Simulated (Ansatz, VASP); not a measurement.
HgPt3: VASP beside Ansatz

```
Hg Pt
1.0
     3.97269    0.00000    0.00000
     0.00000    3.97269    0.00000
     0.00000    0.00000    3.97269
Hg Pt
1 3
Direct
  0.00000 0.00000 0.00000
  0.00000 0.50000 0.50000
  0.50000 0.50000 0.00000
  0.50000 0.00000 0.50000
```

Alike in both runs: functional LDA; k mesh 10 × 10 × 10; occupations gaussian, width 0.1 eV; no spin polarisation.

Ansatz relaxed the structure, and its values are those at the end. VASP's run is a single point on that final structure, the one shown.

|  | VASP | Ansatz |
| --- | --- | --- |
| version | VASP 6.6.1 | Ansatz 0.2.0 |
| potentials or method | VASP PAW LDA potentials, release 64 (Hg, Pt), cutoff 520 eV | scalar-relativistic, plane waves, PAW |
| valence electrons in the cell | 42 | 74 |

|  | VASP | Ansatz | Ansatz less VASP |
| --- | --- | --- | --- |
| gap on the k mesh at the Fermi level (eV) | none | none | - |
| pressure (GPa) | 1.8 | 0.0 | -1.85 |

LDA's correlation is that of Perdew and Zunger in VASP and of Perdew and Wang (1992) in Ansatz. A gap of «none» marks a metal or a gap that the smearing closes. VASP's potentials hold 42 valence electrons a cell and Ansatz's 74, so a difference there can come from the potentials and not from the codes.

Neither program's run includes spin-orbit coupling.
